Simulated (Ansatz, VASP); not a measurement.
## One calculation of TiB2, two programs

INCAR

```
PREC = Accurate
ENCUT = 500
EDIFF = 1E-6
ISMEAR = 0
SIGMA = 0.1
LREAL = False
LASPH = True
NELM = 120
ALGO = Normal
ISIF = 2
LWAVE = False
LCHARG = True
GGA = PE
LELF = True
LVHAR = True
NBANDS = 16
GGA_COMPAT = False
```

Contents of KPOINTS:

```
Automatic mesh
0
Gamma
  10 10 9
```

The input POSCAR:

```
TiB2
1.0
    3.0292000000      0.0000000000      0.0000000000
   -1.5146000000      2.6233640000      0.0000000000
    0.0000000000      0.0000000000      3.2284000000
Ti B
1 2
Direct
   -0.0033012016      0.0000000000      0.0000000000
    0.3333333333      0.6666666667      0.5000000000
    0.6666666667      0.3333333333      0.5000000000
```

Input for Ansatz:

```yaml
crystal:
  lattice:
    - [3.0292, 0.0, 0.0]
    - [-1.5146, 2.623364, 0.0]
    - [0.0, 0.0, 3.2284]
  atoms:
    - { symbol: Ti, position: [-0.0033012016373960124, 0.0, 0.0] }
    - { symbol: B, position: [0.33333333333333326, 0.6666666666666666, 0.5] }
    - { symbol: B, position: [0.6666666666666666, 0.3333333333333333, 0.5] }
kpoints:
  mp_grid:
    grid: [10, 10, 9]
hamiltonian:
  xc: pbe
  pseudopotentials:
    kind: paw
scf:
  occupations:
    method: gaussian
    width: 0.1
output:
  forces: true
```

Alike in both runs: task single point; functional PBE; k mesh 10 × 10 × 9; occupations gaussian, width 0.1 eV; no spin polarisation.

```csv
,VASP,Ansatz
version,VASP 6.6.1,Ansatz 0.2.0
potentials or method,"VASP PAW PBE potentials, release 64 (Ti_sv, B)","plane waves, PAW"
plane-wave cutoff (eV),500,420
valence electrons in the cell,18,18
```

|  | VASP | Ansatz | Ansatz less VASP |
| --- | --- | --- | --- |
| rms of the force components (eV/Å) | 0.058 | 0.058 | -0.0001 |

Atom by atom the forces differ by 0.000 eV/Å (rms over components). The functional is the same, so the differences come from potentials, cutoffs and numerics.
